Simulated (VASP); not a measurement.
# Ge (P6_3/mmc) in VASP: further runs

The runs below take Ge through single point, with PBEsol+D3(BJ), LDA, PBEsol+D4, PBE.

All numbers are computed with VASP 6.6.1; they aren't measurements. Logs are shortened: lines on timing, memory, paths and dates and some standing lists are left out, and cuts for length are marked.

**1. The cell of the first run**

Symmetry: P6_3/mmc, No. 194, hexagonal system. Conventional cell: a = 3.964 Å, b = 3.964 Å, c = 6.526 Å, α = 90.00°, β = 90.00°, γ = 120.00°. Within 3.2 Å of Ge (site symmetry 3m) lie 4 Ge at 2.43 to 2.44 Å.

**2. Single point, PBEsol+D3(BJ)**

File INCAR:

```
SYSTEM = Ge
PREC = Accurate
ENCUT = 520
EDIFF = 1E-7
ISMEAR = -1
SIGMA = 0.05
LREAL = .False.
LASPH = .True.
NELM = 100
ALGO = Normal
ISIF = 2
LWAVE = .False.
LCHARG = .True.
GGA = PS
IVDW = 12
LELF = .True.
LVHAR = .True.
NBANDS = 36
```

File KPOINTS:

```
Automatic mesh
0
Gamma
  8 8 4
  0 0 0
```

File POSCAR:

```
Ge
1.0
    3.9637305142      0.0000000000      0.0000000000
   -1.9818652571      3.4326913190      0.0000000000
    0.0000000000      0.0000000000      6.5258623683
Ge
4
Direct
    0.3333333333      0.6666666667      0.9372397362
    0.6666666667      0.3333333333      0.4372397362
    0.3333333333      0.6666666667      0.5627602638
    0.6666666667      0.3333333333      0.0627602638
```

Potentials or basis: VASP PAW PBE potentials, release 64 (Ge_d).

Run with:

```console
$ cat potpaw_PBE.64/Ge_d/POTCAR > POTCAR
$ mpirun -np 1 vasp_std > vasp.out
```

OUTCAR:

```text
SYSTEM = Ge
   PREC = Accurate
   ENCUT = 520
   EDIFF = 1E-7
   ISMEAR = -1
   LREAL = .False.
   LASPH = .True.
   NELM = 100
   ISIF = 2
   GGA = PS
   IVDW = 12
 IVDW          = 12

 ion  position               nearest neighbor table
   1  0.333  0.667  0.937-   4 2.43   4 2.43   4 2.43   3 2.44
   2  0.667  0.333  0.437-   3 2.43   3 2.43   3 2.43   4 2.44
   3  0.333  0.667  0.563-   2 2.43   2 2.43   2 2.43   1 2.44
   4  0.667  0.333  0.063-   1 2.43   1 2.43   1 2.43   2 2.44

  LATTYP: Found a hexagonal cell.
 ALAT       =     3.9637305142
 C/A-ratio  =     1.6463940586

  Lattice vectors:

 A1 = (   3.9637305142,   0.0000000000,   0.0000000000)
 A2 = (  -1.9818652571,   3.4326913190,   0.0000000000)
 A3 = (   0.0000000000,   0.0000000000,   6.5258623683)

Analysis of symmetry for initial positions (statically):
=====================================================================
 Subroutine PRICEL returns:
 Original cell was already a primitive cell.

 Routine SETGRP: Setting up the symmetry group for a
 hexagonal supercell.

 Subroutine GETGRP returns: Found 24 space group operations
 (whereof 12 operations were pure point group operations)
 out of a pool of 24 trial point group operations.

The static configuration has the point symmetry D_3d.
 The point group associated with its full space group is D_6h.

Analysis of symmetry for dynamics (positions and initial velocities):
=====================================================================
 Subroutine PRICEL returns:
 Original cell was already a primitive cell.

 Routine SETGRP: Setting up the symmetry group for a
 hexagonal supercell.

 Subroutine GETGRP returns: Found 24 space group operations
 (whereof 12 operations were pure point group operations)
 out of a pool of 24 trial point group operations.

The dynamic configuration has the point symmetry D_3d.
 The point group associated with its full space group is D_6h.

 Subroutine INISYM returns: Found 24 space group operations
 (whereof 12 operations are pure point group operations),
 and found     1 'primitive' translations

----------------------------------------------------------------------------------------

                                     Primitive cell

  volume of cell :      88.7926

  direct lattice vectors                    reciprocal lattice vectors
     3.963730514  0.000000000  0.000000000     0.252287585  0.145658305  0.000000000
    -1.981865257  3.432691319  0.000000000     0.000000000  0.291316611  0.000000000
     0.000000000  0.000000000  6.525862368     0.000000000  0.000000000  0.153236453

  length of vectors
     3.963730514  3.963730514  6.525862368     0.291316611  0.291316611  0.153236453

  position of ions in fractional coordinates (direct lattice)
     0.333333333  0.666666667  0.937239736
     0.666666667  0.333333333  0.437239736
     0.333333333  0.666666667  0.562760264
     0.666666667  0.333333333  0.062760264

  ion indices of the primitive-cell ions
   primitive index   ion index
                 1           1
                 2           2
                 3           3
                 4           4

----------------------------------------------------------------------------------------

 KPOINTS: Automatic mesh

Automatic generation of k-mesh.
 Grid dimensions read from file:
 generate k-points for:    8    8    4

 Generating k-lattice:

  Cartesian coordinates                     Fractional coordinates (reciprocal lattice)
     0.031535948  0.018207288  0.000000000     0.125000000 -0.000000000  0.000000000
     0.000000000  0.036414576  0.000000000     0.000000000  0.125000000  0.000000000
     0.000000000  0.000000000  0.038309113     0.000000000  0.000000000  0.250000000

  Length of vectors
     0.036414576  0.036414576  0.038309113

  Shift w.r.t. Gamma in fractional coordinates (k-lattice)
     0.000000000  0.000000000  0.000000000

 Subroutine IBZKPT returns following result:
 ===========================================

 Found     30 irreducible k-points:

 Following reciprocal coordinates:
            Coordinates               Weight
  0.000000  0.000000  0.000000      1.000000
  0.125000  0.000000  0.000000      6.000000
  0.250000  0.000000  0.000000      6.000000
  0.375000  0.000000  0.000000      6.000000
  0.500000  0.000000  0.000000      3.000000
  0.125000  0.125000  0.000000      6.000000
[... 16 lines left out ...]
  0.250000  0.000000  0.500000      6.000000
  0.375000  0.000000  0.500000      6.000000
 [... further k-points ...]
   k-points           NKPTS =     30   k-points in BZ     NKDIM =     30   number of bands    NBANDS=     36
   number of dos      NEDOS =    301   number of ions     NIONS =      4
   total plane-waves  NPLWV =  45000
   dimension x,y,z NGX =    30 NGY =   30 NGZ =   50
   dimension x,y,z NGXF=    60 NGYF=   60 NGZF=  100
   ions per type =               4
   NGX,Y,Z   is equivalent  to a cutoff of  12.58, 12.58, 12.74 a.u.
   NGXF,Y,Z  is equivalent  to a cutoff of  25.17, 25.17, 25.47 a.u.
 SYSTEM =  Ge
   PREC   = accura    normal or accurate (medium, high low for compatibility)
   ISTART =      0    job   : 0-new  1-cont  2-samecut
   ICHARG =      2    charge: 1-file 2-atom 10-const
   ISPIN  =      1    spin polarized calculation?
   LNONCOLLINEAR =      F non collinear calculations
   LSORBIT =      F    spin-orbit coupling
   LASPH  =      T    aspherical Exc in radial PAW
   ENCUT  =  520.0 eV  38.22 Ry    6.18 a.u.   7.37  7.37 12.13*2*pi/ulx,y,z
   NELM   =    100;   NELMIN=  2; NELMDL= -5     # of ELM steps
   EDIFF  = 0.1E-06   stopping-criterion for ELM
   LREAL  =      F    real-space projection
   EDIFFG = 0.1E-05   stopping-criterion for IOM
   NSW    =      0    number of steps for IOM
   IBRION =     -1    ionic relax: 0-MD 1-quasi-New 2-CG
   NFREE  =      0    steps in history (QN), initial steepest desc. (CG)
   ISIF   =      2    stress and relaxation
   ISYM   =      2    0-nonsym 1-usesym 2-fastsym
   POTIM  = 0.5000    time-step for ionic-motion
   TEBEG  =    0.0;   TEEND  =   0.0 temperature during run
   PSTRESS=    0.0 pullay stress
   NELECT =      56.0000    total number of electrons
   NUPDOWN=      -1.0000    fix difference up-down
   EMIN   =  10.00;   EMAX   =-10.00  energy-range for DOS
   EFERMI =   0.00;   METHOD = LEGACY
   ISMEAR =    -1;   SIGMA  =   0.05  broadening in eV -4-tet -1-fermi 0-gaus
   EFERMI_NEDOS =   21; number of points for ismear=-14 and -15
   IALGO  =     38    algorithm
   IMIX   =      4    mixing-type and parameters
     AMIX     =   0.40;   BMIX     =  1.00
     AMIX_MAG =   1.60;   BMIX_MAG =  1.00
  volume/ion in A,a.u.               =      22.20       149.80
  Fermi-wavevector in a.u.,A,eV,Ry     =   1.403929  2.653042 26.817322  1.971018
  Thomas-Fermi vector in A             =   2.526542
   LORBIT       =      0    0 simple, 1 ext, 2 COOP (PROOUT), +10 PAW based schemes
   GGA     = PS    functional components
   LHFCALC =     F    Hartree Fock is set to
   AEXX    =    0.0000 exact exchange contribution
   IVDW    =    12    specifies the selected vdW correction
   LEPSILON=     F    determine dielectric tensor
   LRPA    =     F    only Hartree local field effects (RPA)
 non-spin polarized calculation
  energy-cutoff  :      520.00
  volume of cell :       88.79
 maximum number of plane-waves:      2436
 NGX is ok and might be reduce to    30
   NGX = 15   NGY = 15   NGZ = 25

 number of electron      56.0000041 magnetization

 Free energy of the ion-electron system (eV)
  ---------------------------------------------------
  ext. energy  EPLUGINS =         0.00000000
  ---------------------------------------------------
  free energy    TOTEN  =       -19.66345172 eV

  energy without entropy =      -19.66225536  energy(sigma->0) =      -19.66285354

 E-fermi :   5.1717     XC(G=0): -10.2169

 val. band max:        5.0138720089   @ k =   0.0000   0.0000   0.0000
 cond. band min:       5.2208778256   @ k =   0.0000   0.0000   0.2500
 fundamental gap:      0.2070058167
 Fermi energy:         5.1716773693

 k-point     1 :       0.0000    0.0000    0.0000
  band No.  band energies     occupation
      1     -19.7791      2.00000
      2     -19.7791      2.00000
      3     -19.7402      2.00000
      4     -19.7375      2.00000
      5     -19.7375      2.00000
      6     -19.7251      2.00000
[... 28 lines left out ...]
     35       9.7003      0.00000
     36      11.0923      0.00000

 k-point     2 :       0.1250    0.0000    0.0000
  band No.  band energies     occupation
      1     -19.7890      2.00000
      2     -19.7825      2.00000
      3     -19.7496      2.00000
      4     -19.7432      2.00000
      5     -19.7375      2.00000
      6     -19.7138      2.00000
[... 28 lines left out ...]
     35      10.3870      0.00000
     36      11.1928      0.00000

 k-point     3 :       0.2500    0.0000    0.0000
  band No.  band energies     occupation
      1     -19.7994      2.00000
      2     -19.7872      2.00000
      3     -19.7642      2.00000
      4     -19.7527      2.00000
      5     -19.7332      2.00000
      6     -19.7016      2.00000
[... 28 lines left out ...]
     35      11.6309      0.00000
     36      11.9853      0.00000

 k-point     4 :       0.3750    0.0000    0.0000
  band No.  band energies     occupation
      1     -19.8000      2.00000
      2     -19.7892      2.00000
      3     -19.7780      2.00000
      4     -19.7589      2.00000
      5     -19.7212      2.00000
      6     -19.6952      2.00000
[... 28 lines left out ...]
     35      12.1202      0.00000
     36      12.7832      0.00000

 k-point     5 :       0.5000    0.0000    0.0000
  band No.  band energies     occupation
      1     -19.7951      2.00000
      2     -19.7894      2.00000
      3     -19.7871      2.00000
      4     -19.7608      2.00000
      5     -19.7121      2.00000
      6     -19.6935      2.00000
[... 655 lines left out ...]
 k-point    22 :       0.1250    0.0000    0.5000
  band No.  band energies     occupation
      1     -19.7679      2.00000
      2     -19.7679      2.00000
      3     -19.7661      2.00000
      4     -19.7661      2.00000
      5     -19.7285      2.00000
      6     -19.7285      2.00000
[... 28 lines left out ...]
     35      10.5204      0.00000
     36      10.5204      0.00000

 k-point    23 :       0.2500    0.0000    0.5000
  band No.  band energies     occupation
      1     -19.7737      2.00000
      2     -19.7737      2.00000
      3     -19.7721      2.00000
      4     -19.7721      2.00000
      5     -19.7250      2.00000
      6     -19.7250      2.00000
[... 28 lines left out ...]
     35      10.8573      0.00000
     36      10.8573      0.00000

 k-point    24 :       0.3750    0.0000    0.5000
  band No.  band energies     occupation
      1     -19.7756      2.00000
      2     -19.7756      2.00000
      3     -19.7739      2.00000
      4     -19.7739      2.00000
      5     -19.7194      2.00000
      6     -19.7194      2.00000
[... 28 lines left out ...]
     35      12.6591      0.00000
     36      12.6591      0.00000

 [... further k-points ...]

------------------------ aborting loop because EDIFF is reached ----------------------------------------

 Edisp (eV)   -1.11496

 E8    (eV) :    -0.7446

  FORCE on cell =-STRESS in cart. coord.  units (eV):
  Direction    XX          YY          ZZ          XY          YZ          ZX
  --------------------------------------------------------------------------------------
  -------------------------------------------------------------------------------------
  Total      -0.04021    -0.04021    -0.02652     0.00000     0.00000     0.00000
  in kB      -0.72563    -0.72563    -0.47853     0.00000     0.00000     0.00000
  external pressure =       -0.64 kB  Pullay stress =        0.00 kB

 VOLUME and BASIS-vectors are now :
 -----------------------------------------------------------------------------
  energy-cutoff  :      520.00
  volume of cell :       88.79
      direct lattice vectors                 reciprocal lattice vectors
     3.963730514  0.000000000  0.000000000     0.252287585  0.145658305  0.000000000
    -1.981865257  3.432691319  0.000000000     0.000000000  0.291316611  0.000000000
     0.000000000  0.000000000  6.525862368     0.000000000  0.000000000  0.153236453

 POSITION                                       TOTAL-FORCE (eV/Angst)
 -----------------------------------------------------------------------------------
     -0.00000      2.28846      6.11630        -0.000000     -0.000000      0.000821
      1.98187      1.14423      2.85337         0.000000      0.000000      0.000821
     -0.00000      2.28846      3.67250        -0.000000      0.000000     -0.000821
      1.98187      1.14423      0.40956         0.000000      0.000000     -0.000821
 -----------------------------------------------------------------------------------
    total drift:                               -0.000000      0.000000     -0.000000

  FREE ENERGIE OF THE ION-ELECTRON SYSTEM (eV)
  ---------------------------------------------------
  free  energy   TOTEN  =       -20.7784067808 eV

  energy  without entropy=      -20.7772104136  energy(sigma->0) =      -20.77780860
```

Wall time 2.2 min (1 thread of Intel Xeon 6975P-C, shared host); peak memory 0.24 GiB.

Results:

| Quantity | Value |
| --- | --- |
| Free energy | -20.7784 eV |
| Pressure | -0.1 GPa |
| Band gap on the k mesh | zero (band 28 reaches 5.23 eV, above the bottom of band 29 at 5.22 eV) |
| Dispersion energy per atom | -0.279 eV |

Caveat: the PAW data sets were made with another functional, which shifts forces and pressure a little; pairwise dispersion overbinds metals, which lowers pressure and volume.

**3. Single point, LDA**

File INCAR:

```
SYSTEM = Ge
PREC = Accurate ; ENCUT = 520
EDIFF = 1E-6 ; ISMEAR = -1
SIGMA = 0.05 ; LREAL = .False.
LASPH = .True. ; NELM = 60
ALGO = Normal ; ISIF = 2
LWAVE = .False. ; LCHARG = .False.
NBANDS = 36
```

File KPOINTS:

```
regular mesh
0
Gamma
  8 8 4
  0 0 0
```

File POSCAR:

```
Ge
1.0
    3.9617816362      0.0000000000      0.0000000000
   -1.9808908181      3.4310035412      0.0000000000
    0.0000000000      0.0000000000      6.5239182994
Ge
4
Direct
    0.3333333333      0.6666666667      0.9372404142
    0.6666666667      0.3333333333      0.4372404142
    0.3333333333      0.6666666667      0.5627595858
    0.6666666667      0.3333333333      0.0627595858
```

Potentials or basis: VASP PAW LDA potentials, release 64 (Ge_d).

Run with:

```console
$ cat potpaw_LDA.64/Ge_d/POTCAR > POTCAR
$ mpirun -np 1 vasp_std > vasp.out
```

Run time: 1.8 min. Hardware: 1 thread of Intel Xeon 6975P-C, shared host; peak memory 0.2 GiB.

The run converged. Its results:

```
Free energy            : -20.7112 eV
Pressure               : 0.2 GPa
Band gap on the k mesh : zero (band 28 reaches 5.09 eV, above the bottom of band 29 at 5.05 eV)
```

Levels at points of the mesh, in eV from the Fermi level:
```csv
k point,band 24,band 25,band 26,band 27,band 28,band 29,band 30,band 31,band 32,band 33
"(0.00, 0.00, 0.00)",-1.57,-1.57,-0.18,-0.17,0.08,0.09,0.09,2.20,2.20,2.73
"(0.50, 0.00, 0.00)",-6.88,-4.77,-3.20,-2.96,-1.52,0.38,1.63,3.47,3.67,4.35
"(0.00, 0.00, 0.50)",-4.91,-0.92,-0.92,-0.92,-0.92,0.63,0.63,3.33,3.33,3.33
"(0.50, 0.00, 0.50)",-8.05,-2.64,-2.64,-2.52,-2.52,0.44,0.44,2.02,2.02,6.15
```

(Continued in part 2 of 2.)
